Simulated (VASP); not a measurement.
CdS: single point with PBEsol

Crystal: CdS.

```
Cd S
1.0
     0.00000    2.94295    2.94295
     2.94295    0.00000    2.94295
     2.94295    2.94295    0.00000
Cd S
1 1
Cartesian
  0.0000 0.0000 0.0000
  1.4715 1.4715 1.4715
```

```
Program             : VASP 6.6.1
Task                : single point
Functional          : PBEsol
Potentials or basis : VASP PAW PBE potentials, release 64 (Cd, S)
Cutoff              : 500 eV
k mesh              : 6 × 6 × 6
Occupations         : gaussian, width 0.1 eV
Spin                : no spin polarisation
```

```json
{
 "Pressure": "-1.5 GPa",
 "Band gap on the k mesh": "0.95 eV"
}
```

Levels at points of the mesh, in eV from the valence-band top:
| k point | band 5 | band 6 | band 7 | band 8 | band 9 | band 10 | band 11 | band 12 | band 13 | band 14 |
| --- | --- | --- | --- | --- | --- | --- | --- | --- | --- | --- |
| (0.00, 0.00, 0.00) | -7.18 | -7.18 | 0.00 | 0.00 | 0.00 | 0.95 | 6.45 | 6.45 | 6.45 | 11.06 |
| (0.50, 0.00, 0.00) | -7.15 | -6.83 | -4.32 | -0.73 | -0.73 | 2.85 | 6.91 | 6.91 | 7.25 | 10.79 |
| (0.50, 0.50, 0.00) | -7.10 | -6.76 | -3.90 | -1.82 | -1.82 | 3.44 | 4.22 | 8.96 | 10.51 | 10.51 |

It took 24 s on 1 thread of Intel Xeon 8259CL, with other jobs on the host, peak memory 0.17 GiB.

Caveat: the PAW data sets were made with another functional, which shifts forces and pressure a little.
